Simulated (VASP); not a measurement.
Set up this calculation in VASP 6.6.1, as the native input.

| Quantity | Value |
| --- | --- |
| Task | single point |
| Functional | PBE |
| Potentials or basis | VASP PAW PBE potentials, release 64 (Si, C) |
| Cutoff | 520 eV |
| k mesh | 15 × 15 × 15 |
| Occupations | fermi-dirac, width 0.05 eV |
| Spin | no spin polarisation |
| Dipole correction | no |
| Further INCAR settings | ALGO = Normal; EDIFF = 1e-07; NBANDS = 11 |

The structure of SiC (zincblende type) lies in POSCAR:

```
SiC
1.0
    0.0000000000      1.7941967705      1.7941967705
    1.7941967705      0.0000000000      1.7941967705
    1.7941967705      1.7941967705      0.0000000000
Si C
1 1
Direct
    0.0000000000      0.0000000000      0.0000000000
    0.2500000000      0.2500000000      0.2500000000
```

This cell differs from its parent crystal: volume scaled by 0.55.

One way to write it, as run:

INCAR

```
SYSTEM = SiC
PREC     = Accurate       ! precision mode
ENCUT    = 520            ! plane-wave cutoff, eV
EDIFF    = 1E-7           ! SCF threshold, eV
ISMEAR   = -1             ! smearing method
SIGMA    = 0.05           ! smearing width, eV
LREAL    = .False.        ! projectors in reciprocal space
LASPH    = .True.         ! aspherical terms in the spheres
NELM     = 60             ! most SCF steps
ALGO     = Normal         ! electronic algorithm
ISIF     = 2              ! what is computed and relaxed
LWAVE    = .False.        ! write WAVECAR
LCHARG   = .False.        ! write CHGCAR
GGA      = PE             ! functional
NBANDS   = 11             ! bands
```

KPOINTS

```
regular mesh
0
Gamma
  15 15 15
  0 0 0
```

Potentials or basis: VASP PAW PBE potentials, release 64 (Si, C).

The run is started by

```sh
$ cat potpaw_PBE.64/Si/POTCAR potpaw_PBE.64/C/POTCAR > POTCAR
$ mpirun -np 1 vasp_std > vasp.out
```

Results of the run:

```
Pressure               : 384.5 GPa
Band gap on the k mesh : 0.67 eV, indirect (least direct gap 4.84 eV)
```

Wall time 9.1 s on 1 thread of Intel(R) Xeon(R) Platinum 8488C (Sapphire Rapids), with other jobs on the host, peak memory 0.13 GiB.
